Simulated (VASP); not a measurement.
## C41O: single point with PBE+D3(BJ)

The system is C41O, a slab with vacuum.

```
C O
1.0
     7.29465    0.00000    0.00000
    -3.33177    7.86203    0.00000
     0.00000    0.00000   23.58096
C O
41 1
Direct
  0.25009 0.16670 0.16963
  0.25009 0.66670 0.16963
  0.75009 0.16670 0.16963
  0.75009 0.66670 0.16963
  0.24991 0.33330 0.16963
  0.24991 0.83330 0.16963
  0.74991 0.33330 0.16963
  0.74991 0.83330 0.16963
  0.25009 0.41670 0.22189
  0.25009 0.91670 0.22189
  0.75009 0.41670 0.22189
  0.75009 0.91670 0.22189
  0.24991 0.08330 0.22189
  0.24991 0.58330 0.22189
  0.74991 0.08330 0.22189
  0.74991 0.58330 0.22189
  0.25001 0.16766 0.27414
  0.25001 0.66766 0.27414
  0.75001 0.16766 0.27414
  0.75001 0.66766 0.27414
  0.24999 0.33234 0.27414
  0.24999 0.83234 0.27414
  0.74999 0.33234 0.27414
  0.74999 0.83234 0.27414
  0.25006 0.41832 0.32662
  0.25006 0.91832 0.32662
  0.75006 0.41832 0.32662
  0.75006 0.91832 0.32662
  0.24994 0.08168 0.32662
  0.24994 0.58168 0.32662
  0.74994 0.08168 0.32662
  0.74994 0.58168 0.32662
  0.24988 0.17722 0.37450
  0.24988 0.67722 0.37450
  0.74988 0.17722 0.37450
  0.74988 0.67722 0.37450
  0.25012 0.32278 0.37450
  0.25012 0.82278 0.37450
  0.75012 0.32278 0.37450
  0.75012 0.82278 0.37450
  0.49988 0.55222 0.55048
  0.49988 0.55222 0.50172
```

```
Program                : VASP 6.6.1
Task                   : single point
Functional             : PBE
Dispersion             : D3(BJ)
Potentials or basis    : VASP PAW PBE potentials, release 64 (C, O)
Cutoff                 : 520 eV
k mesh                 : 4 × 4 × 1
Occupations            : gaussian, width 0.05 eV
Spin                   : no spin polarisation
Dipole correction      : yes
Further INCAR settings : LREAL = Auto; ALGO = Normal; EDIFF = 1e-06; NBANDS = 112
```

The largest force is 6.693 eV/Å, the band gap on the k mesh is 0.01 eV (least direct gap 0.03 eV) and the dispersion energy per atom is -0.113 eV.

Forces in eV/Å, atoms in the order of the input:
```
C   -2.578  6.076  1.103
C   -2.574  6.077  1.103
C   -2.574  6.077  1.103
C   -2.578  6.078  1.103
C    2.577 -6.076  1.103
C    2.574 -6.077  1.103
C    2.574 -6.077  1.103
C    2.578 -6.077  1.103
C   -0.162  0.380 -1.156
C   -0.161  0.380 -1.157
C   -0.161  0.381 -1.157
C   -0.163  0.378 -1.156
C    0.162 -0.379 -1.157
C    0.161 -0.380 -1.156
C    0.161 -0.380 -1.157
C    0.161 -0.380 -1.156
C    0.003 -0.006  0.015
C    0.002 -0.003  0.016
C    0.002 -0.004  0.017
C    0.000 -0.003  0.014
C   -0.001  0.004  0.016
C   -0.003  0.005  0.016
C   -0.002  0.004  0.016
C   -0.004  0.007  0.013
C    0.003  0.024  0.003
C    0.002  0.018 -0.010
C    0.002  0.022 -0.008
C    0.010  0.011 -0.007
C   -0.007 -0.015 -0.009
C    0.000 -0.022 -0.002
C   -0.001 -0.020 -0.010
C   -0.006 -0.020  0.007
C    0.035 -0.068  0.058
C    0.029 -0.070  0.041
C    0.031 -0.075  0.048
C    0.038 -0.052  0.020
C   -0.034  0.060  0.032
C   -0.029  0.073  0.054
C   -0.033  0.076  0.047
C   -0.033  0.071  0.054
C    0.007 -0.005 -0.737
O   -0.008 -0.009  0.725
```

Levels at points of the mesh, in eV from the valence-band top:
```csv
k point,band 81,band 82,band 83,band 84,band 85,band 86,band 87,band 88,band 89,band 90
"(0.00, 0.00, 0.00)",-0.94,-0.87,-0.80,-0.20,-0.02,0.04,0.58,0.64,0.74,0.94
"(0.50, 0.00, 0.00)",-1.25,-0.91,-0.91,-0.14,-0.13,0.24,0.24,0.83,0.84,1.07
"(0.00, 0.50, 0.00)",-1.32,-1.03,-1.03,-1.02,-1.02,0.58,0.58,0.61,0.61,1.46
"(0.50, 0.50, 0.00)",-1.21,-1.11,-1.11,-0.76,-0.76,0.48,0.48,0.70,0.70,1.36
```

Run time: 4.9 min on 1 × NVIDIA H100 80GB with 1 thread of AMD EPYC 7R13 Processor (Zen 3), with other jobs on the host, peak memory 2.4 GiB.
